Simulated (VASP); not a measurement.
Here is a VASP 6.6.1 calculation.

INCAR

```
PREC = Accurate ; ENCUT = 520
EDIFF = 1E-7 ; ISMEAR = 1
SIGMA = 0.05 ; LREAL = False
LASPH = True ; NELM = 100
ALGO = Normal ; ISIF = 2
LWAVE = False ; LCHARG = False
GGA = PE ; NBANDS = 11
```

KPOINTS

```
regular mesh
0
Gamma
  9 9 9
```

File POSCAR:

```
MgO
1.0
    0.0000000000      2.1040000000      2.1040000000
    2.1040000000      0.0000000000      2.1040000000
    2.1040000000      2.1040000000      0.0000000000
Mg O
1 1
Direct
    0.0000000000      0.0000000000      0.0000000000
    0.5000000000      0.5000000000      0.5000000000
```

Potentials or basis: VASP PAW PBE potentials, release 64 (Mg, O).

The run is started by

```bash
$ cat potpaw_PBE.64/Mg/POTCAR potpaw_PBE.64/O/POTCAR > POTCAR
$ mpirun -np 1 vasp_std > vasp.out
```

Estimate the band gap on the k mesh.

4.75 eV, direct.

Estimate the pressure.

4.5 GPa.
